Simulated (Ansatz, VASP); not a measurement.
## One calculation of Cu3N, two programs

Contents of INCAR:

```
SYSTEM = Cu3N
PREC     = Accurate       ! precision mode
ENCUT    = 600            ! plane-wave cutoff, eV
EDIFF    = 1E-6           ! SCF threshold, eV
ISMEAR   = -1             ! smearing method
SIGMA    = 0.05           ! smearing width, eV
LREAL    = .FALSE.        ! projectors in reciprocal space
LASPH    = .TRUE.         ! aspherical terms in the spheres
NELM     = 120            ! most SCF steps
ALGO     = Normal         ! electronic algorithm
ISIF     = 2              ! what is computed and relaxed
LWAVE    = .FALSE.        ! write WAVECAR
LCHARG   = .FALSE.        ! write CHGCAR
GGA      = PS             ! functional
NBANDS   = 27             ! bands
GGA_COMPAT= .FALSE.
```

KPOINTS

```
Automatic mesh
0
G
  5 5 5
  0 0 0
```

POSCAR

```
Cu3N
1.0
    3.8816660150      0.0000000000      0.0000000000
    0.0000000000      3.8816660150      0.0000000000
    0.0000000000      0.0000000000      3.8816660150
Cu N
3 1
Direct
    0.5000000000      0.0000000000      0.0000000000
    0.0000000000      0.5000000000      0.0000000000
    0.0000000000      0.0000000000      0.5000000000
    0.0000000000      0.0000000000      0.0000000000
```

Input for Ansatz:

```yaml
crystal:
  lattice:
    - [3.8816660149613775, 0.0, 0.0]
    - [0.0, 3.8816660149613775, 0.0]
    - [0.0, 0.0, 3.8816660149613775]
  atoms:
    - { symbol: Cu, position: [0.5, 0.0, 0.0] }
    - { symbol: Cu, position: [0.0, 0.5, 0.0] }
    - { symbol: Cu, position: [0.0, 0.0, 0.5] }
    - { symbol: "N", position: [0.0, 0.0, 0.0] }
basis:
  ecutwfc: 500.0
kpoints:
  mp_grid:
    grid: [5, 5, 5]
hamiltonian:
  xc: pbesol
  pseudopotentials:
    kind: paw
scf:
  occupations:
    method: fermi_dirac
    width: 0.05
output:
  stress: true
```

Alike in both runs: task single point; functional PBEsol; k mesh 5 × 5 × 5; occupations fermi-dirac, width 0.05 eV; no spin polarisation.

|  | VASP | Ansatz |
| --- | --- | --- |
| version | VASP 6.6.1 | Ansatz 0.2.0 |
| potentials or method | VASP PAW PBE potentials, release 64 (Cu, N), cutoff 600 eV | plane waves, PAW |
| valence electrons in the cell | 38 | 62 |

Ansatz gave:

* pressure (GPa): -10.1

Problem. What did VASP give for the same quantities?

Solution. Pressure (GPa): -9.4.

VASP's potentials were made for PBE, not for PBEsol. With one functional, cell and mesh, what is left measures potentials, basis and numerics. VASP's potentials hold 38 valence electrons a cell and Ansatz's 62, so a difference there can come from the potentials and not from the codes.
